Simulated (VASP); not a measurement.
# WSe2 in VASP: notebook

The runs below take WSe2 through single point, with PBEsol.

All numbers are computed with VASP 6.6.1; they aren't measurements. Logs are shortened: lines on timing, memory, paths and dates and some standing lists are left out, and cuts for length are marked.

## 1. The cell of the first run

The cell holds a slab with vacuum, 3 atoms: a = 3.270 Å, b = 3.295 Å, c = 16.661 Å, α = 90.00°, β = 90.00°, γ = 119.75°.

## 2. Single point, PBEsol (strain +0.0100 x Voigt [0, 1, 0, 0, 0, 0])

INCAR reads:

```
SYSTEM = WSe2
  PREC = Accurate
  ENCUT = 520
  EDIFF = 1E-6
  ISMEAR = 0
  SIGMA = 0.05
  LREAL = .FALSE.
  LASPH = .TRUE.
  NELM = 100
  ALGO = Normal
  ISIF = 2
  LWAVE = .FALSE.
  LCHARG = .FALSE.
  GGA = PS
  NBANDS = 20
```

KPOINTS reads:

```
Automatic mesh
0
G
  12 12 2
  0 0 0
```

POSCAR reads:

```
WSe2
1.0
    3.2702526784      0.0000000000      0.0000000000
   -1.6351263392      2.8604431153      0.0000000000
    0.0000000000      0.0000000000     16.6612169706
W Se
1 2
Direct
    0.0000000000      0.0000000000      0.0000000000
    0.3333333333      0.6666666667      0.1003992721
    0.3333333333      0.6666666667      0.8996007279
```

Potentials or basis: VASP PAW PBE potentials, release 64 (W_sv, Se).

The run is started by

```console
$ cat potpaw_PBE.64/W_sv/POTCAR potpaw_PBE.64/Se/POTCAR > POTCAR
$ mpirun -np 1 vasp_std > vasp.out
```

OUTCAR:

```text
SYSTEM = WSe2
   PREC = Accurate
   ENCUT = 520
   EDIFF = 1E-6
   ISMEAR = 0
   LREAL = .FALSE.
   LASPH = .TRUE.
   NELM = 100
   ISIF = 2
   GGA = PS

 ion  position               nearest neighbor table
   1  0.000  0.000  0.000-   2 2.53   3 2.53   2 2.53   3 2.53   2 2.54   3 2.54
   2  0.333  0.667  0.100-   1 2.53   1 2.53   1 2.54
   3  0.333  0.667  0.900-   1 2.53   1 2.53   1 2.54

  LATTYP: Found a base centered orthorhombic cell.
 ALAT       =     3.2702526784
 B/A-ratio  =     1.7493713157
 C/A-ratio  =     5.0947797033

  Lattice vectors:

 A1 = (   1.6351263392,  -2.8604431153,   0.0000000000)
 A2 = (   1.6351263392,   2.8604431153,   0.0000000000)
 A3 = (   0.0000000000,   0.0000000000,  16.6612169706)

Analysis of symmetry for initial positions (statically):
=====================================================================
 Subroutine PRICEL returns:
 Original cell was already a primitive cell.

 Routine SETGRP: Setting up the symmetry group for a
 base centered orthorhombic supercell.

 Subroutine GETGRP returns: Found  4 space group operations
 (whereof  4 operations were pure point group operations)
 out of a pool of  8 trial point group operations.

The static configuration has the point symmetry C_2v.

Analysis of symmetry for dynamics (positions and initial velocities):
=====================================================================
 Subroutine PRICEL returns:
 Original cell was already a primitive cell.

 Routine SETGRP: Setting up the symmetry group for a
 base centered orthorhombic supercell.

 Subroutine GETGRP returns: Found  4 space group operations
 (whereof  4 operations were pure point group operations)
 out of a pool of  8 trial point group operations.

The dynamic configuration has the point symmetry C_2v.

 Subroutine INISYM returns: Found  4 space group operations
 (whereof  4 operations are pure point group operations),
 and found     1 'primitive' translations

----------------------------------------------------------------------------------------

                                     Primitive cell

  volume of cell :     155.8552

  direct lattice vectors                    reciprocal lattice vectors
[... 83 lines left out ...]
   ISPIN  =      1    spin polarized calculation?
   LNONCOLLINEAR =      F non collinear calculations
   LSORBIT =      F    spin-orbit coupling
   LASPH  =      T    aspherical Exc in radial PAW
   ENCUT  =  520.0 eV  38.22 Ry    6.18 a.u.   6.08  6.13 30.98*2*pi/ulx,y,z
   NELM   =    100;   NELMIN=  2; NELMDL= -5     # of ELM steps
   EDIFF  = 0.1E-05   stopping-criterion for ELM
   LREAL  =      F    real-space projection
   EDIFFG = 0.1E-04   stopping-criterion for IOM
   NSW    =      0    number of steps for IOM
   IBRION =     -1    ionic relax: 0-MD 1-quasi-New 2-CG
   NFREE  =      0    steps in history (QN), initial steepest desc. (CG)
   ISIF   =      2    stress and relaxation
   ISYM   =      2    0-nonsym 1-usesym 2-fastsym
   POTIM  = 0.5000    time-step for ionic-motion
   TEBEG  =    0.0;   TEEND  =   0.0 temperature during run
   PSTRESS=    0.0 pullay stress
   NELECT =      26.0000    total number of electrons
   NUPDOWN=      -1.0000    fix difference up-down
   EMIN   =  10.00;   EMAX   =-10.00  energy-range for DOS
   EFERMI =   0.00;   METHOD = LEGACY
   ISMEAR =     0;   SIGMA  =   0.05  broadening in eV -4-tet -1-fermi 0-gaus
   EFERMI_NEDOS =   21; number of points for ismear=-14 and -15
   IALGO  =     38    algorithm
   IMIX   =      4    mixing-type and parameters
     AMIX     =   0.40;   BMIX     =  1.00
     AMIX_MAG =   1.60;   BMIX_MAG =  1.00
  volume/ion in A,a.u.               =      51.95       350.59
  Fermi-wavevector in a.u.,A,eV,Ry     =   0.901209  1.703038 11.050347  0.812178
  Thomas-Fermi vector in A             =   2.024262
   LORBIT       =      0    0 simple, 1 ext, 2 COOP (PROOUT), +10 PAW based schemes
   GGA     = PS    functional components
   LHFCALC =     F    Hartree Fock is set to
   AEXX    =    0.0000 exact exchange contribution
   IVDW    =     0    specifies the selected vdW correction
   LEPSILON=     F    determine dielectric tensor
   LRPA    =     F    only Hartree local field effects (RPA)
 non-spin polarized calculation
 Gauss-broadening in eV      SIGMA  =   0.05
  energy-cutoff  :      520.00
  volume of cell :      155.86
 maximum number of plane-waves:      4236
   NGX = 13   NGY = 13   NGZ = 61

 number of electron      25.9999998 magnetization

 Free energy of the ion-electron system (eV)
  ---------------------------------------------------
  ext. energy  EPLUGINS =         0.00000000
  ---------------------------------------------------
  free energy    TOTEN  =       -23.23193317 eV

  energy without entropy =      -23.23193317  energy(sigma->0) =      -23.23193317

 E-fermi :  -0.4246     XC(G=0):  -4.8308

 val. band max:       -0.8667092811   @ k =   0.3333   0.3333   0.5000
 cond. band min:       0.7683319882   @ k =   0.3333   0.3333   0.5000
 fundamental gap:      1.6350412693
 Fermi energy:        -0.4245597658

 k-point     1 :       0.0000    0.0000    0.0000
  band No.  band energies     occupation
      1     -74.8373      2.00000
      2     -39.0891      2.00000
      3     -38.9613      2.00000
      4     -38.9450      2.00000
      5     -15.7028      2.00000
      6     -14.4156      2.00000
[... 541 lines left out ...]
     19       7.1115      0.00000
     20       7.4914      0.00000

 [... further k-points ...]

------------------------ aborting loop because EDIFF is reached ----------------------------------------

  FORCE on cell =-STRESS in cart. coord.  units (eV):
  Direction    XX          YY          ZZ          XY          YZ          ZX
  --------------------------------------------------------------------------------------
  -------------------------------------------------------------------------------------
  Total       -0.1031203     -0.7615569     -0.1825099      0.0000000      0.0000000      0.0000000
  in kB       -1.0600677     -7.8287346     -1.8761854      0.0000000      0.0000000      0.0000000
  external PRESSURE =      -3.5883292 kB  Pullay stress =       0.0000000 kB

 VOLUME and BASIS-vectors are now :
 -----------------------------------------------------------------------------
  energy-cutoff  :      520.00
  volume of cell :      155.86
      direct lattice vectors                 reciprocal lattice vectors
     3.270252678  0.000000000  0.000000000     0.305786769  0.174798092  0.000000000
    -1.635126339  2.860443115  0.000000000     0.000000000  0.349596185  0.000000000
     0.000000000  0.000000000 16.661216971     0.000000000  0.000000000  0.060019625

 POSITION                                       TOTAL-FORCE (eV/Angst)
 -----------------------------------------------------------------------------------
      0.00000      0.00000      0.00000         0.000000      0.071105      0.000000
     -0.00000      1.90696      1.67277         0.000000     -0.035552     -0.050919
     -0.00000      1.90696     14.98844         0.000000     -0.035552      0.050919
 -----------------------------------------------------------------------------------
    total drift:                                0.000000      0.000072      0.000000

  FREE ENERGIE OF THE ION-ELECTRON SYSTEM (eV)
  ---------------------------------------------------
  free  energy   TOTEN  =       -23.2319331718 eV

  energy  without entropy=      -23.2319331718  energy(sigma->0) =      -23.23193317
```

OSZICAR:

```text
N       E                     dE             d eps       ncg     rms          rms(c)
DAV:   1     0.168240247107E+03    0.16824E+03   -0.12033E+04  4112   0.110E+03
DAV:   2    -0.112123047404E+02   -0.17945E+03   -0.17396E+03  4512   0.257E+02
DAV:   3    -0.240285050423E+02   -0.12816E+02   -0.12719E+02  4600   0.636E+01
[... 12 lines left out ...]
DAV:  16    -0.232318568449E+02   -0.73526E-04   -0.11021E-05  4420   0.106E-02    0.808E-03
DAV:  17    -0.232319099365E+02   -0.53092E-04   -0.34139E-06  3532   0.522E-03    0.198E-03
DAV:  18    -0.232319276342E+02   -0.17698E-04   -0.79595E-07  3576   0.227E-03    0.158E-03
DAV:  19    -0.232319323491E+02   -0.47148E-05   -0.19531E-07  3072   0.118E-03    0.698E-04
DAV:  20    -0.232319331718E+02   -0.82275E-06   -0.20982E-08  2804   0.426E-04
   1 F= -.23231933E+02 E0= -.23231933E+02  d E =-.428412E-37
```

stdout:

```text
POSCAR found type information on POSCAR W Se
 POSCAR found :  2 types and       3 ions
 scaLAPACK will be used
 -----------------------------------------------------------------------------
|                                                                             |
|                                                                             |
|     You enforced a specific xc type in the INCAR file but a different       |
|     I HOPE YOU KNOW WHAT YOU ARE DOING!                                     |
|                                                                             |
 -----------------------------------------------------------------------------

 LDA part: xc-table for (Slater+PW92), standard interpolation
 POSCAR, INCAR and KPOINTS ok, starting setup
 FFT: planning ... GRIDC
 FFT: planning ... GRID_SOFT
 FFT: planning ... GRID
 WAVECAR not read
 entering main loop
```

It took 2.3 min on 1 thread of AMD EPYC 9R45 (Zen 5), shared host; peak memory 0.42 GiB.

Results:

- Free energy: -23.2319 eV
- Largest force: 0.071 eV/Å
- Band gap on the k mesh: 1.64 eV

Forces in eV/Å, atoms in the order of the input:
```
W    0.000  0.071  0.000
Se   0.000 -0.036 -0.051
Se   0.000 -0.036  0.051
```

Caveat: the cell differs from its parent crystal (strain +0.0100 x Voigt [0, 1, 0, 0, 0, 0]); there is no dipole correction, which matters where the two faces differ; the PAW data sets were made with another functional, which shifts forces and pressure a little; spin-orbit coupling is left out, which moves the levels of the heavy elements.

## 3. Single point, PBEsol (strain +0.0200 x Voigt [0, 1, 0, 0, 0, 0])

INCAR reads:

```
SYSTEM = WSe2
  PREC = Accurate
  ENCUT = 520
  EDIFF = 1E-7
  ISMEAR = 0
  SIGMA = 0.05
  LREAL = .False.
  LASPH = .True.
  NELM = 60
  ALGO = Normal
  ISIF = 2
  LWAVE = .False.
  LCHARG = .False.
  GGA = PS
  NBANDS = 20
```

KPOINTS reads:

```
regular mesh
0
Gamma
  12 12 2
  0 0 0
```

Changes to POSCAR since step 2:

```diff
@@ -3,3 +3,3 @@
     3.2702526784      0.0000000000      0.0000000000
-   -1.6351263392      2.8604431153      0.0000000000
+   -1.6351263392      2.8887643342      0.0000000000
     0.0000000000      0.0000000000     16.6612169706
```

Potentials or basis: VASP PAW PBE potentials, release 64 (W_sv, Se).

The run is started by

```console
$ cat potpaw_PBE.64/W_sv/POTCAR potpaw_PBE.64/Se/POTCAR > POTCAR
$ mpirun -np 1 vasp_std > vasp.out
```

Run time: 2.6 min. Hardware: 1 thread of AMD EPYC 9R45 (Zen 5), shared host; peak memory 0.43 GiB.

It converged, with:

```
Free energy            : -23.2203 eV
Largest force          : 0.171 eV/Å
Band gap on the k mesh : 1.58 eV
```

Forces in eV/Å, atoms in the order of the input:
```
W    0.000  0.132  0.000
Se   0.000 -0.066 -0.158
Se   0.000 -0.066  0.158
```

Levels at points of the mesh, in eV from the valence-band top:
```tsv
k point	band 10	band 11	band 12	band 13	band 14	band 15	band 16	band 17
(0.00, 0.00, 0.00)	-2.16	-1.26	-1.17	-0.34	2.87	3.06	3.07	3.24
(0.50, 0.00, 0.00)	-3.06	-2.10	-0.99	-0.96	2.39	2.80	3.69	4.39
(0.00, 0.50, 0.00)	-2.85	-2.16	-1.04	-0.77	2.40	2.75	3.73	4.30
(0.00, 0.00, 0.50)	-2.16	-1.26	-1.17	-0.34	2.87	3.06	3.07	3.24
(0.50, 0.00, 0.50)	-3.06	-2.10	-0.99	-0.96	2.39	2.80	3.69	4.39
(0.00, 0.50, 0.50)	-2.85	-2.16	-1.04	-0.77	2.40	2.75	3.73	4.30
```

Caveat: the cell differs from its parent crystal (strain +0.0200 x Voigt [0, 1, 0, 0, 0, 0]); there is no dipole correction, which matters where the two faces differ; the PAW data sets were made with another functional, which shifts forces and pressure a little; spin-orbit coupling is left out, which moves the levels of the heavy elements.

## 4. Single point, PBEsol (strain +0.0300 x Voigt [0, 1, 0, 0, 0, 0])

INCAR reads:

```
PREC = Accurate
ENCUT = 520
EDIFF = 1E-7
ISMEAR = 0
SIGMA = 0.05
LREAL = F
LASPH = T
NELM = 100
ALGO = Normal
ISIF = 2
LWAVE = F
LCHARG = T
GGA = PS
LELF = T
LVHAR = T
NBANDS = 20
```

KPOINTS reads:

```
Automatic mesh
0
Gamma
  12 12 2
```

Changes to POSCAR since step 3:

```diff
@@ -3,3 +3,3 @@
     3.2702526784      0.0000000000      0.0000000000
-   -1.6351263392      2.8887643342      0.0000000000
+   -1.6351263392      2.9170855532      0.0000000000
     0.0000000000      0.0000000000     16.6612169706
```

The run is started by

```console
$ cat potpaw_PBE.64/W_sv/POTCAR potpaw_PBE.64/Se/POTCAR > POTCAR
$ mpirun -np 1 vasp_std > vasp.out
```

It took 2.8 min on 1 thread of AMD EPYC 9R45 (Zen 5), shared host; peak memory 0.42 GiB.

The run converged. Its results:

```
Free energy            : -23.2007 eV
Largest force          : 0.277 eV/Å
Band gap on the k mesh : 1.53 eV
```

Forces in eV/Å, atoms in the order of the input:
```
W    0.000  0.184  0.000
Se   0.000 -0.092 -0.261
Se   0.000 -0.092  0.261
```

Levels at points of the mesh, in eV from the valence-band top:
```tsv
k point	band 11	band 12	band 13	band 14	band 15	band 16
(0.00, 0.00, 0.00)	-1.30	-1.17	-0.30	2.78	2.98	3.05
(0.50, 0.00, 0.00)	-2.06	-1.05	-0.94	2.31	2.78	3.65
(0.00, 0.50, 0.00)	-2.15	-1.05	-0.73	2.34	2.68	3.71
(0.00, 0.00, 0.50)	-1.30	-1.17	-0.30	2.78	2.98	3.05
(0.50, 0.00, 0.50)	-2.06	-1.05	-0.94	2.31	2.78	3.65
(0.00, 0.50, 0.50)	-2.15	-1.05	-0.73	2.34	2.68	3.71
```

Caveat: the cell differs from its parent crystal (strain +0.0300 x Voigt [0, 1, 0, 0, 0, 0]); there is no dipole correction, which matters where the two faces differ; the PAW data sets were made with another functional, which shifts forces and pressure a little; spin-orbit coupling is left out, which moves the levels of the heavy elements.

## 5. Single point, PBEsol (strain +0.0350 x Voigt [0, 1, 0, 0, 0, 0])

INCAR reads:

```
ALGO = Normal
EDIFF = 1E-6
ENCUT = 520
GGA = PS
ISIF = 2
ISMEAR = 0
LASPH = T
LCHARG = F
LREAL = F
LWAVE = F
NBANDS = 20
NELM = 100
PREC = Accurate
SIGMA = 0.05
```

KPOINTS reads:

```
k-points
0
Gamma
  12 12 2
```

Changes to POSCAR since step 4:

```diff
@@ -3,3 +3,3 @@
     3.2702526784      0.0000000000      0.0000000000
-   -1.6351263392      2.9170855532      0.0000000000
+   -1.6351263392      2.9312461627      0.0000000000
     0.0000000000      0.0000000000     16.6612169706
```

Potentials or basis: VASP PAW PBE potentials, release 64 (W_sv, Se).

The run is started by

```console
$ cat potpaw_PBE.64/W_sv/POTCAR potpaw_PBE.64/Se/POTCAR > POTCAR
$ mpirun -np 1 vasp_std > vasp.out
```

OUTCAR:

```text
EDIFF = 1E-6
   ENCUT = 520
   GGA = PS
   ISIF = 2
   ISMEAR = 0
   LASPH = T
   LREAL = F
   NELM = 100
   PREC = Accurate

 ion  position               nearest neighbor table
   1  0.000  0.000  0.000-   2 2.54   3 2.54   2 2.54   3 2.54   2 2.57   3 2.57
   2  0.333  0.667  0.100-   1 2.54   1 2.54   1 2.57
   3  0.333  0.667  0.900-   1 2.54   1 2.54   1 2.57

  LATTYP: Found a base centered orthorhombic cell.
 ALAT       =     3.2702526784
[... 747 lines left out ...]

  FORCE on cell =-STRESS in cart. coord.  units (eV):
  Direction    XX          YY          ZZ          XY          YZ          ZX
  --------------------------------------------------------------------------------------
  -------------------------------------------------------------------------------------
  Total       -0.6671299     -2.8058583     -1.0536409      0.0000000      0.0000000      0.0000000
  in kB       -6.6923812    -28.1472515    -10.5697057      0.0000000      0.0000000      0.0000000
  external PRESSURE =     -15.1364461 kB  Pullay stress =       0.0000000 kB

 VOLUME and BASIS-vectors are now :
 -----------------------------------------------------------------------------
  energy-cutoff  :      520.00
  volume of cell :      159.71
      direct lattice vectors                 reciprocal lattice vectors
     3.270252678  0.000000000  0.000000000     0.305786769  0.170575916  0.000000000
    -1.635126339  2.931246163  0.000000000     0.000000000  0.341151833  0.000000000
     0.000000000  0.000000000 16.661216971     0.000000000  0.000000000  0.060019625

 POSITION                                       TOTAL-FORCE (eV/Angst)
 -----------------------------------------------------------------------------------
      0.00000      0.00000      0.00000         0.000000      0.206261      0.000000
     -0.00000      1.95416      1.67277        -0.000000     -0.103131     -0.311348
     -0.00000      1.95416     14.98844        -0.000000     -0.103131      0.311348
 -----------------------------------------------------------------------------------
    total drift:                               -0.000000     -0.000096      0.000000

  FREE ENERGIE OF THE ION-ELECTRON SYSTEM (eV)
  ---------------------------------------------------
  free  energy   TOTEN  =       -23.1881150009 eV

  energy  without entropy=      -23.1881150009  energy(sigma->0) =      -23.18811500
```

Wall time 2.3 min (1 thread of AMD EPYC 9R45 (Zen 5), shared host); peak memory 0.42 GiB.

Results:

| Item | Value |
| --- | --- |
| Free energy | -23.1881 eV |
| Largest force | 0.328 eV/Å |
| Band gap on the k mesh | 1.50 eV |

Forces on the atoms (eV/Å):
```
W    0.000  0.206  0.000
Se   0.000 -0.103 -0.311
Se   0.000 -0.103  0.311
```

Caveat: the cell differs from its parent crystal (strain +0.0350 x Voigt [0, 1, 0, 0, 0, 0]); there is no dipole correction, which matters where the two faces differ; the PAW data sets were made with another functional, which shifts forces and pressure a little; spin-orbit coupling is left out, which moves the levels of the heavy elements.

## 6. Summary

```tsv
cell	gap on the mesh (eV)	largest force (eV/Å)
a = 3.270, b = 3.295, c = 16.661 Å, angles 90.0, 90.0, 119.8°, 3 atoms	1.64	0.07
a = 3.270, b = 3.319, c = 16.661 Å, angles 90.0, 90.0, 119.5°, 3 atoms	1.58	0.17
a = 3.270, b = 3.344, c = 16.661 Å, angles 90.0, 90.0, 119.3°, 3 atoms	1.53	0.28
a = 3.270, b = 3.356, c = 16.661 Å, angles 90.0, 90.0, 119.2°, 3 atoms	1.50	0.33
```

Alike in all rows: task single point; level PBEsol; potentials or basis VASP PAW PBE potentials, release 64 (W_sv, Se); no spin polarisation; k mesh 12 × 12 × 2; cutoff (eV) 520; smearing gaussian 0.05 eV.

Caveats: there is no dipole correction, which matters where the two faces differ; the PAW data sets were made with another functional, which shifts forces and pressure a little; spin-orbit coupling is left out, which moves the levels of the heavy elements.

Absolute energies hang on the potentials; compare differences alone.
